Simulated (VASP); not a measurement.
# Hf (P6_3/mmc) in VASP: further runs

Runs on Hf. Level: LDA. Tasks: single point, relaxation of cell and atoms.

All numbers are computed with VASP 6.6.1; they aren't measurements. Logs are shortened: lines on timing, memory, paths and dates and some standing lists are left out, and cuts for length are marked.

## (1) The cell of the first run

It takes space group P6_3/mmc (No. 194, hexagonal). The conventional cell has a = 5.176 Å, b = 5.176 Å, c = 8.562 Å, α = 90.00°, β = 90.00°, γ = 120.00°. Within 4.2 Å of Hf (site symmetry 3m) lie 4 Hf at 3.18 to 3.20 Å.

## (2) Single point, LDA

Input file INCAR:

```
SYSTEM = Hf
PREC = Accurate ; ENCUT = 520
EDIFF = 1E-7 ; ISMEAR = 0
SIGMA = 0.1 ; LREAL = .False.
LASPH = .True. ; NELM = 80
ALGO = Normal ; ISIF = 2
LWAVE = .False. ; LCHARG = .False.
NBANDS = 28
```

Input file KPOINTS:

```
Automatic mesh
0
Gamma
  6 6 2
  0 0 0
```

Input file POSCAR:

```
Hf
1.0
    5.1760943002      0.0000000000      0.0000000000
   -2.5880471501      4.4826291563      0.0000000000
    0.0000000000      0.0000000000      8.5621487495
Hf
4
Direct
    0.3333333333      0.6666666667      0.0630332931
    0.6666666667      0.3333333333      0.5630332931
    0.3333333333      0.6666666667      0.4369667069
    0.6666666667      0.3333333333      0.9369667069
```

Potentials or basis: VASP PAW LDA potentials, release 64 (Hf_pv).

Command:

```sh
$ cat potpaw_LDA.64/Hf_pv/POTCAR > POTCAR
$ mpirun -np 1 vasp_std > vasp.out
```

OUTCAR:

```text
SYSTEM = Hf
   PREC = Accurate
   ENCUT = 520
   EDIFF = 1E-7
   ISMEAR = 0
   LREAL = .False.
   LASPH = .True.
   NELM = 80
   ISIF = 2

 ion  position               nearest neighbor table
   1  0.333  0.667  0.063-   4 3.18   4 3.18   4 3.18   3 3.20
   2  0.667  0.333  0.563-   3 3.18   3 3.18   3 3.18   4 3.20
   3  0.333  0.667  0.437-   2 3.18   2 3.18   2 3.18   1 3.20
   4  0.667  0.333  0.937-   1 3.18   1 3.18   1 3.18   2 3.20

  LATTYP: Found a hexagonal cell.
 ALAT       =     5.1760943002
 C/A-ratio  =     1.6541717080

  Lattice vectors:

 A1 = (   5.1760943002,   0.0000000000,   0.0000000000)
 A2 = (  -2.5880471501,   4.4826291563,   0.0000000000)
 A3 = (   0.0000000000,   0.0000000000,   8.5621487495)

Analysis of symmetry for initial positions (statically):
=====================================================================
 Subroutine PRICEL returns:
 Original cell was already a primitive cell.

 Routine SETGRP: Setting up the symmetry group for a
 hexagonal supercell.

 Subroutine GETGRP returns: Found 24 space group operations
 (whereof 12 operations were pure point group operations)
 out of a pool of 24 trial point group operations.

The static configuration has the point symmetry D_3d.
 The point group associated with its full space group is D_6h.

Analysis of symmetry for dynamics (positions and initial velocities):
=====================================================================
 Subroutine PRICEL returns:
 Original cell was already a primitive cell.

 Routine SETGRP: Setting up the symmetry group for a
 hexagonal supercell.

 Subroutine GETGRP returns: Found 24 space group operations
 (whereof 12 operations were pure point group operations)
 out of a pool of 24 trial point group operations.

The dynamic configuration has the point symmetry D_3d.
 The point group associated with its full space group is D_6h.

 Subroutine INISYM returns: Found 24 space group operations
 (whereof 12 operations are pure point group operations),
 and found     1 'primitive' translations

----------------------------------------------------------------------------------------

                                     Primitive cell

  volume of cell :     198.6634

  direct lattice vectors                    reciprocal lattice vectors
     5.176094300  0.000000000  0.000000000     0.193195862  0.111541683  0.000000000
    -2.588047150  4.482629156  0.000000000     0.000000000  0.223083366  0.000000000
     0.000000000  0.000000000  8.562148750     0.000000000  0.000000000  0.116793112

  length of vectors
     5.176094300  5.176094300  8.562148750     0.223083366  0.223083366  0.116793112

  position of ions in fractional coordinates (direct lattice)
     0.333333333  0.666666667  0.063033293
     0.666666667  0.333333333  0.563033293
     0.333333333  0.666666667  0.436966707
     0.666666667  0.333333333  0.936966707

  ion indices of the primitive-cell ions
   primitive index   ion index
                 1           1
                 2           2
                 3           3
                 4           4

----------------------------------------------------------------------------------------

 KPOINTS: Automatic mesh

Automatic generation of k-mesh.
 Grid dimensions read from file:
 generate k-points for:    6    6    2

 Generating k-lattice:

  Cartesian coordinates                     Fractional coordinates (reciprocal lattice)
     0.032199310  0.018590280  0.000000000     0.166666667  0.000000000  0.000000000
     0.000000000  0.037180561  0.000000000     0.000000000  0.166666667  0.000000000
     0.000000000  0.000000000  0.058396556     0.000000000  0.000000000  0.500000000

  Length of vectors
     0.037180561  0.037180561  0.058396556

  Shift w.r.t. Gamma in fractional coordinates (k-lattice)
     0.000000000  0.000000000  0.000000000

 Subroutine IBZKPT returns following result:
 ===========================================

 Found     14 irreducible k-points:

 Following reciprocal coordinates:
            Coordinates               Weight
  0.000000  0.000000  0.000000      1.000000
  0.166667  0.000000  0.000000      6.000000
  0.333333  0.000000  0.000000      6.000000
  0.500000  0.000000  0.000000      3.000000
  0.166667  0.166667  0.000000      6.000000
  0.333333  0.166667  0.000000     12.000000
  0.333333  0.333333  0.000000      2.000000
  0.000000  0.000000  0.500000      1.000000
  0.166667  0.000000  0.500000      6.000000
  0.333333  0.000000  0.500000      6.000000
  0.500000  0.000000  0.500000      3.000000
  0.166667  0.166667  0.500000      6.000000
  0.333333  0.166667  0.500000     12.000000
  0.333333  0.333333  0.500000      2.000000
   k-points           NKPTS =     14   k-points in BZ     NKDIM =     14   number of bands    NBANDS=     28
   number of dos      NEDOS =    301   number of ions     NIONS =      4
   total plane-waves  NPLWV = 102400
   dimension x,y,z NGX =    40 NGY =   40 NGZ =   64
   dimension x,y,z NGXF=    80 NGYF=   80 NGZF=  128
   ions per type =               4
   NGX,Y,Z   is equivalent  to a cutoff of  12.85, 12.85, 12.43 a.u.
   NGXF,Y,Z  is equivalent  to a cutoff of  25.69, 25.69, 24.85 a.u.
 SYSTEM =  Hf
   PREC   = accura    normal or accurate (medium, high low for compatibility)
   ISTART =      0    job   : 0-new  1-cont  2-samecut
   ICHARG =      2    charge: 1-file 2-atom 10-const
   ISPIN  =      1    spin polarized calculation?
   LNONCOLLINEAR =      F non collinear calculations
   LSORBIT =      F    spin-orbit coupling
   LASPH  =      T    aspherical Exc in radial PAW
   ENCUT  =  520.0 eV  38.22 Ry    6.18 a.u.   9.62  9.62 15.92*2*pi/ulx,y,z
   NELM   =     80;   NELMIN=  2; NELMDL= -5     # of ELM steps
   EDIFF  = 0.1E-06   stopping-criterion for ELM
   LREAL  =      F    real-space projection
   EDIFFG = 0.1E-05   stopping-criterion for IOM
   NSW    =      0    number of steps for IOM
   IBRION =     -1    ionic relax: 0-MD 1-quasi-New 2-CG
   NFREE  =      0    steps in history (QN), initial steepest desc. (CG)
   ISIF   =      2    stress and relaxation
   ISYM   =      2    0-nonsym 1-usesym 2-fastsym
   POTIM  = 0.5000    time-step for ionic-motion
   TEBEG  =    0.0;   TEEND  =   0.0 temperature during run
   PSTRESS=    0.0 pullay stress
   NELECT =      40.0000    total number of electrons
   NUPDOWN=      -1.0000    fix difference up-down
   EMIN   =  10.00;   EMAX   =-10.00  energy-range for DOS
   EFERMI =   0.00;   METHOD = LEGACY
   ISMEAR =     0;   SIGMA  =   0.10  broadening in eV -4-tet -1-fermi 0-gaus
   EFERMI_NEDOS =   21; number of points for ismear=-14 and -15
   IALGO  =     38    algorithm
   IMIX   =      4    mixing-type and parameters
     AMIX     =   0.40;   BMIX     =  1.00
     AMIX_MAG =   1.60;   BMIX_MAG =  1.00
  volume/ion in A,a.u.               =      49.67       335.16
  Fermi-wavevector in a.u.,A,eV,Ry     =   0.959523  1.813236 12.526682  0.920685
  Thomas-Fermi vector in A             =   2.088727
   LORBIT       =      0    0 simple, 1 ext, 2 COOP (PROOUT), +10 PAW based schemes
   GGA     = CA    functional components
   LHFCALC =     F    Hartree Fock is set to
   AEXX    =    0.0000 exact exchange contribution
   IVDW    =     0    specifies the selected vdW correction
   LEPSILON=     F    determine dielectric tensor
   LRPA    =     F    only Hartree local field effects (RPA)
 non-spin polarized calculation
 Gauss-broadening in eV      SIGMA  =   0.10
  energy-cutoff  :      520.00
  volume of cell :      198.66
 maximum number of plane-waves:      5408
 NGX is ok and might be reduce to    40
   NGX = 19   NGY = 19   NGZ = 31

 number of electron      40.0000002 magnetization

 Free energy of the ion-electron system (eV)
  ---------------------------------------------------
  ext. energy  EPLUGINS =         0.00000000
  ---------------------------------------------------
  free energy    TOTEN  =       -29.02094044 eV

  energy without entropy =      -28.94517729  energy(sigma->0) =      -28.98305887

 E-fermi :   0.0639     XC(G=0):  -7.9324

 val. band max:        0.0542514606   @ k =   0.0000   0.0000   0.5000
 cond. band min:       0.0753097101   @ k =   0.3333   0.0000   0.0000
 fundamental gap:      0.0210582495
 Fermi energy:         0.0639115623

 k-point     1 :       0.0000    0.0000    0.0000
  band No.  band energies     occupation
      1     -31.2670      2.00000
      2     -31.2670      2.00000
      3     -31.2491      2.00000
      4     -31.2491      2.00000
      5     -31.2465      2.00000
      6     -31.2322      2.00000
[... 20 lines left out ...]
     27       1.3978      0.00000
     28       1.5550      0.00000

 k-point     2 :       0.1667    0.0000    0.0000
  band No.  band energies     occupation
      1     -31.2806      2.00000
      2     -31.2722      2.00000
      3     -31.2543      2.00000
      4     -31.2515      2.00000
      5     -31.2444      2.00000
      6     -31.2087      2.00000
[... 20 lines left out ...]
     27       1.3514      0.00000
     28       1.6268      0.00000

 k-point     3 :       0.3333    0.0000    0.0000
  band No.  band energies     occupation
      1     -31.2915      2.00000
      2     -31.2820      2.00000
      3     -31.2640      2.00000
      4     -31.2624      2.00000
      5     -31.2318      2.00000
      6     -31.1737      2.00000
[... 20 lines left out ...]
     27       1.4399      0.00000
     28       1.7312      0.00000

 k-point     4 :       0.5000    0.0000    0.0000
  band No.  band energies     occupation
      1     -31.2936      2.00000
      2     -31.2866      2.00000
      3     -31.2688      2.00000
      4     -31.2686      2.00000
      5     -31.2226      2.00000
      6     -31.1555      2.00000
[... 268 lines left out ...]
     27       1.4354      0.00000
     28       1.4354      0.00000

 k-point    13 :       0.3333    0.1667    0.5000
  band No.  band energies     occupation
      1     -31.2831      2.00000
      2     -31.2831      2.00000
      3     -31.2762      2.00000
      4     -31.2762      2.00000
      5     -31.2012      2.00000
      6     -31.2012      2.00000
[... 20 lines left out ...]
     27       1.5643      0.00000
     28       1.5643      0.00000

 k-point    14 :       0.3333    0.3333    0.5000
  band No.  band energies     occupation
      1     -31.2880      2.00000
      2     -31.2880      2.00000
      3     -31.2760      2.00000
      4     -31.2760      2.00000
      5     -31.1944      2.00000
      6     -31.1944      2.00000
[... 20 lines left out ...]
     27       1.5450      0.00000
     28       1.5450      0.00000

------------------------ aborting loop because EDIFF is reached ----------------------------------------

  FORCE on cell =-STRESS in cart. coord.  units (eV):
  Direction    XX          YY          ZZ          XY          YZ          ZX
  --------------------------------------------------------------------------------------
  -------------------------------------------------------------------------------------
  Total      -11.2806433    -11.2806433    -11.2966295      0.0000000      0.0000000     -0.0000000
  in kB      -90.9759690    -90.9759690    -91.1048940      0.0000000      0.0000000     -0.0000000
  external PRESSURE =     -91.0189440 kB  Pullay stress =       0.0000000 kB

 VOLUME and BASIS-vectors are now :
 -----------------------------------------------------------------------------
  energy-cutoff  :      520.00
  volume of cell :      198.66
      direct lattice vectors                 reciprocal lattice vectors
     5.176094300  0.000000000  0.000000000     0.193195862  0.111541683  0.000000000
    -2.588047150  4.482629156  0.000000000     0.000000000  0.223083366  0.000000000
     0.000000000  0.000000000  8.562148750     0.000000000  0.000000000  0.116793112

 POSITION                                       TOTAL-FORCE (eV/Angst)
 -----------------------------------------------------------------------------------
     -0.00000      2.98842      0.53970        -0.000000      0.000000     -0.117233
      2.58805      1.49421      4.82077         0.000000     -0.000000     -0.117233
     -0.00000      2.98842      3.74137        -0.000000      0.000000      0.117233
      2.58805      1.49421      8.02245         0.000000     -0.000000      0.117233
 -----------------------------------------------------------------------------------
    total drift:                               -0.000000      0.000000     -0.000000

  FREE ENERGIE OF THE ION-ELECTRON SYSTEM (eV)
  ---------------------------------------------------
  free  energy   TOTEN  =       -29.0209404440 eV

  energy  without entropy=      -28.9451772948  energy(sigma->0) =      -28.98305887
```

Wall time 76 s (1 thread of Intel Xeon 6975P-C (Granite Rapids), shared host); peak memory 0.26 GiB.

Results:

```yaml
Free_energy: -29.0209 eV
Pressure: -9.1 GPa
Largest_force: 0.117 eV/Å
Band_gap_on_the_k_mesh: zero (bands 20 and 21 overlap by 0.25 eV)
```

Forces in eV/Å, atoms in the order of the input:
```
Hf   0.000  0.000 -0.117
Hf   0.000  0.000 -0.117
Hf   0.000  0.000  0.117
Hf   0.000  0.000  0.117
```

Levels at points of the mesh, in eV from the Fermi level:
```tsv
k point	band 18	band 19	band 20	band 21	band 22	band 23
(0.00, 0.00, 0.00)	-0.21	-0.15	-0.15	-0.02	0.27	0.27
(0.50, 0.00, 0.00)	-0.52	-0.26	-0.04	0.03	0.03	0.30
(0.00, 0.00, 0.50)	-0.01	-0.01	-0.01	0.05	0.05	0.05
(0.50, 0.00, 0.50)	-0.39	-0.33	-0.33	0.14	0.14	0.20
```

Caveat: the k points lie up to 0.37 Å⁻¹ apart; spin-orbit coupling is left out, which moves the levels of the heavy elements.

## (3) Relaxation of cell and atoms, LDA

Input file INCAR:

```
  ALGO = Fast
  EDIFF = 1E-6
  EDIFFG = -0.05
  ENCUT = 600
  GGA = CA
  IBRION = 2
  ISIF = 3
  ISMEAR = 0
  LASPH = True
  LCHARG = False
  LREAL = False
  LWAVE = False
  NELM = 100
  NSW = 80
  PREC = Accurate
  SIGMA = 0.1
```

Input file KPOINTS:

```
k-points
0
Gamma
  6 6 4
```

POSCAR is that of step 2.

Potentials or basis: VASP PAW LDA potentials, release 64 (Hf_pv).

Command:

```sh
$ cat potpaw_LDA.64/Hf_pv/POTCAR > POTCAR
$ mpirun -np 1 vasp_std > vasp.out
```

It took 63 min on 1 thread of Intel Xeon 6975P-C (Granite Rapids), shared host; peak memory 0.35 GiB.

It converged, with:

| Property | Result |
| --- | --- |
| Free energy | -35.8594 eV |
| Relaxed volume | 28.14 Å³/atom |
| Relaxed cell | a = 4.896 Å, b = 4.896 Å, c = 5.424 Å, α = 90.00°, β = 90.00°, γ = 120.00° |
| Space group after relaxing (to 0.1 Å) | P6/mmm (No. 191) |
| Pressure after relaxing | 0.1 GPa |
| Largest force after relaxing | 0.017 eV/Å |
| Band gap on the k mesh | zero (bands 20 and 21 overlap by 0.85 eV) |

Forces in eV/Å, atoms in the order of the input:
```
Hf   0.000  0.000  0.017
Hf   0.000  0.000  0.017
Hf   0.000  0.000 -0.017
Hf   0.000  0.000 -0.017
```

Stress tensor (GPa, compression positive):
```
0.04 0.00 0.00
0.00 0.04 0.00
0.00 0.00 0.15
```

Final structure:
```
Hf
1.0
     4.89551    0.00000    0.00000
    -2.44776    4.23964    0.00000
     0.00000    0.00000    5.42371
Hf
4
Direct
  0.33333 0.66667 0.99989
  0.66667 0.33333 0.49989
  0.33333 0.66667 0.50011
  0.66667 0.33333 0.00011
```

Levels at points of the mesh, in eV from the Fermi level:
| k point | band 17 | band 18 | band 19 | band 20 | band 21 | band 22 | band 23 | band 24 |
| --- | --- | --- | --- | --- | --- | --- | --- | --- |
| (0.00, 0.00, 0.00) | -1.48 | -1.13 | 0.12 | 0.12 | 0.66 | 0.66 | 1.32 | 1.32 |
| (0.50, 0.00, 0.00) | -1.65 | -0.67 | -0.43 | -0.12 | -0.05 | 0.06 | 0.19 | 1.02 |
| (0.00, 0.00, 0.50) | -0.29 | -0.29 | 0.70 | 0.70 | 0.70 | 0.70 | 0.73 | 0.73 |
| (0.50, 0.00, 0.50) | -0.87 | -0.87 | -0.62 | -0.62 | 0.33 | 0.33 | 1.25 | 1.25 |

Caveat: the volume moved by over 15 % at a fixed basis, so the end points are rough; spin-orbit coupling is left out, which moves the levels of the heavy elements.
